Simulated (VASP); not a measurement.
Runs of VASP 6.6.1 on TiC. The structure is that of space group Fm-3m (No. 225), or close to it. The cells are those of the table. 

```tsv
task	cell	k mesh	cutoff (eV)	smearing	gap on the mesh (eV)	pressure (GPa)	relaxed volume (Å³/atom)
single point	a = 2.993 Å, angles 60.0°, 2 atoms	16 × 16 × 16	520	fermi-dirac 0.15 eV	none	(a)	-
single point	a = 3.013 Å, angles 60.0°, 2 atoms	16 × 16 × 16	520	gaussian 0.1 eV	none	0.7	-
relaxation of cell and atoms	relaxed from a = 3.013 Å, angles 60.0°, 2 atoms	16 × 16 × 16	600	gaussian 0.1 eV	none	0.0	9.69
single point	a = 3.013 Å, angles 60.0°, 2 atoms	8 × 8 × 8	520	gaussian 0.1 eV	none	0.7	-
relaxation of cell and atoms	relaxed from a = 3.013 Å, angles 60.0°, 2 atoms	16 × 16 × 16	600	fermi-dirac 0.15 eV	none	0.0	9.69
single point	a = 3.013 Å, angles 60.0°, 2 atoms	16 × 16 × 16	520	fermi-dirac 0.15 eV	none	0.7	-
single point	a = 3.060 Å, angles 60.0°, 2 atoms	8 × 8 × 8	520	gaussian 0.1 eV	none	-11.4	-
single point	a = 3.033 Å, angles 60.0°, 2 atoms	16 × 16 × 16	520	fermi-dirac 0.15 eV	none	-4.7	-
relaxation of cell and atoms	relaxed from a = 3.060 Å, angles 60.0°, 2 atoms	8 × 8 × 8	600	gaussian 0.1 eV	none	-0.2	9.70
```

Alike in all rows: level LDA; potentials or basis VASP PAW LDA potentials, release 64 (Ti_sv, C); no spin polarisation.

**Question.** Estimate the missing entries.

**Answer.** (a) 6.7.

A gap of «none» marks levels without a gap at the run's occupations.
